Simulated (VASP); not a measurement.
Here is a VASP 6.6.1 calculation.

File INCAR:

```
ALGO     = Normal         # electronic algorithm
EDIFF    = 1E-6           # SCF threshold, eV
ENCUT    = 520            # plane-wave cutoff, eV
GGA      = PS             # functional
ISIF     = 2              # what is computed and relaxed
ISMEAR   = -1             # smearing method
ISPIN    = 2              # spin polarisation
LASPH    = T              # aspherical terms in the spheres
LCHARG   = F              # write CHGCAR
LMAXMIX  = 4              # l up to which the mixer works
LORBIT   = 11             # projections on sites
LREAL    = F              # projectors in reciprocal space
LWAVE    = F              # write WAVECAR
MAGMOM   = 4 4 4 0        # initial moments
NBANDS   = 34             # bands
NELM     = 150            # most SCF steps
PREC     = Accurate       # precision mode
SIGMA    = 0.05           # smearing width, eV
```

File KPOINTS:

```
k-points
0
Gamma
  10 10 5
```

The input POSCAR:

```
Mn3Si
1.0
    2.7534774432      0.0000000000      0.0000000000
    0.0000000000      2.7534774432      0.0000000000
    0.0000000000      0.0000000000      5.6075092581
Mn Si
3 1
Direct
    0.5000000000      0.5000000000      0.0000000000
    0.0000000000      0.0000000000      0.2534490000
    0.0000000000      0.0000000000      0.7465510000
    0.5000000000      0.5000000000      0.5000000000
```

Potentials or basis: VASP PAW PBE potentials, release 64 (Mn_pv, Si).

The run is started by

```sh
$ cat potpaw_PBE.64/Mn_pv/POTCAR potpaw_PBE.64/Si/POTCAR > POTCAR
$ mpirun -np 1 vasp_std > vasp.out
```

(1) What does it give for the largest force?

(2) Estimate the site moments.

(3) Estimate the net moment.

## Answers

(1) 0.220 eV/Å.

(2) Mn +1.44, -0.21 (each value once); Si +0.02 μB.

(3) 1.06 μB per cell.

Caveat: the PAW data sets were made with another functional, which shifts forces and pressure a little.
